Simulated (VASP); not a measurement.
Runs of VASP 6.6.1 on CsCdCl3. The structure is that of space group Pm-3m (No. 221), or close to it. The cells are those of the table. 

```csv
cell,gap on the mesh (eV),pressure (GPa)
"a = 5.200, b = 5.200, c = 5.122 Å, 5 atoms",1.53,-1.1
"a = 5.122, b = 5.122, c = 5.200 Å, 5 atoms",(b),(a)
"a = 5.122, b = 5.122, c = 5.278 Å, 5 atoms",1.50,-1.1
"a = 5.122, b = 5.122, c = 5.356 Å, 5 atoms",1.46,-1.5
"a = 5.200, b = 5.200, c = 5.044 Å, 5 atoms",1.53,-0.5
```

Alike in all rows: task single point; level LDA; potentials or basis VASP PAW LDA potentials, release 64 (Cs_sv, Cd, Cl); no spin polarisation; k mesh 6 × 6 × 6; cutoff (eV) 520; smearing gaussian 0.05 eV.

Problem. Estimate the missing entries.

Solution. (a) -0.6; (b) 1.55.

Caveats: spin-orbit coupling is left out, which moves the levels of the heavy elements.

A k mesh can miss the band edges, and the runs leave out spin-orbit coupling on Cd, Cs.
